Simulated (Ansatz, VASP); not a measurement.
# Two plane-wave programs on Co

```
Co
1.0
     2.44889    0.00000    0.00000
    -1.22444    2.12080    0.00000
     0.00000    0.00000    7.97173
Co
4
Cartesian
  -1.2244 2.1208 7.9717
  -1.2244 2.1208 3.9859
  0.0000 1.4139 1.9929
  1.2244 0.7069 5.9788
```

Alike in both runs: functional PBE; k mesh 14 × 14 × 4; occupations fermi-dirac, width 0.1 eV; no spin polarisation.

Ansatz relaxed the structure, and its values are those at the end. VASP's run is a single point on that final structure, the one shown.

```csv
,VASP,Ansatz
version,VASP 6.6.1,Ansatz 0.2.0
potentials or method,"VASP PAW PBE potentials, release 64 (Co), cutoff 520 eV","plane waves (420 eV) with PAW, scalar-relativistic"
valence electrons in the cell,36,68
```

Ansatz gave:

- pressure (GPa): 0.0

Problem. Estimate VASP's values.

Solution. Pressure (GPa): -0.9.

VASP's potentials hold 36 valence electrons a cell and Ansatz's 68, so a difference there can come from the potentials and not from the codes.
